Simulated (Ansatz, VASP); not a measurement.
# CoSi2: VASP beside Ansatz

POSCAR

```
CoSi2
1.0
    0.0000000000      2.6780000000      2.6780000000
    2.6780000000      0.0000000000      2.6780000000
    2.6780000000      2.6780000000      0.0000000000
Co Si
1 2
Direct
    0.0000000000      0.0000000000      0.0000000000
    0.2500000000      0.2500000000      0.2500000000
    0.7500000000      0.7500000000      0.7500000000
```

INCAR.step1

```
ALGO = Normal ; EDIFF = 1E-4
ENCUT = 600 ; GGA = PE
ISMEAR = 0 ; LASPH = True
LCHARG = False ; LREAL = False
LWAVE = True ; NELM = 100
PREC = Accurate ; SIGMA = 0.1
```

File INCAR.step2:

```
ALGO = Normal ; EDIFF = 1E-6
EDIFFG = -0.002 ; ENCUT = 600
IBRION = 2 ; ISIF = 3
ISMEAR = 0 ; ISTART = 1
LASPH = True ; LCHARG = False
LMIXTAU = True ; LREAL = False
LWAVE = False ; METAGGA = R2SCAN
NELM = 100 ; NSW = 100
PREC = Accurate ; SIGMA = 0.1
```

File KPOINTS:

```
k-points
0
Gamma
  14 14 14
```

Input for Ansatz:

```yaml
crystal:
  lattice:
    - [0.0, 2.678, 2.678]
    - [2.678, 0.0, 2.678]
    - [2.678, 2.678, 0.0]
  atoms:
    - { symbol: Co, position: [0.0, 0.0, 0.0] }
    - { symbol: Si, position: [0.25, 0.25, 0.25] }
    - { symbol: Si, position: [0.75, 0.75, 0.75] }
basis:
  ecutwfc: 500
kpoints:
  mp_grid: { grid: [14, 14, 14] }
hamiltonian:
  xc: r2scan
scf:
  occupations: { method: gaussian, width: 0.1 }
output:
  forces: true
  stress: true
  eigenvalues: true
  write_density: true
  write_potential: true
  elf: true
  volumetric_format: npy
relax:
  adjacent_minimum: "off"
  f_tol: 0.002
  max_steps: 80
  cell: { stress_tol: 0.02 }
```

Alike in both runs: task relaxation of cell and atoms; functional r2SCAN; k mesh 14 × 14 × 14; occupations gaussian, width 0.1 eV; no spin polarisation.

|  | VASP | Ansatz |
| --- | --- | --- |
| version | VASP 6.6.1 | Ansatz 0.2.0 |
| potentials or method | VASP PAW PBE potentials, release 64 (Co, Si), cutoff 600 eV | scalar-relativistic, plane waves, PAW |
| valence electrons in the cell | 17 | 25 |

```csv
,VASP,Ansatz,Ansatz less VASP
"gap on the k mesh at the Fermi level, each at its own relaxed structure (eV)",none,none,-
relaxed volume (Å³/atom),12.50,12.51,+0.009
relaxed cell length with the largest relative difference (Å),3.757,3.758,+0.0009
```

VASP's potentials were made for PBE, not for r2SCAN. A gap of «none» marks a metal or a gap that the smearing closes. VASP's potentials hold 17 valence electrons a cell and Ansatz's 25, so a difference there can come from the potentials and not from the codes.
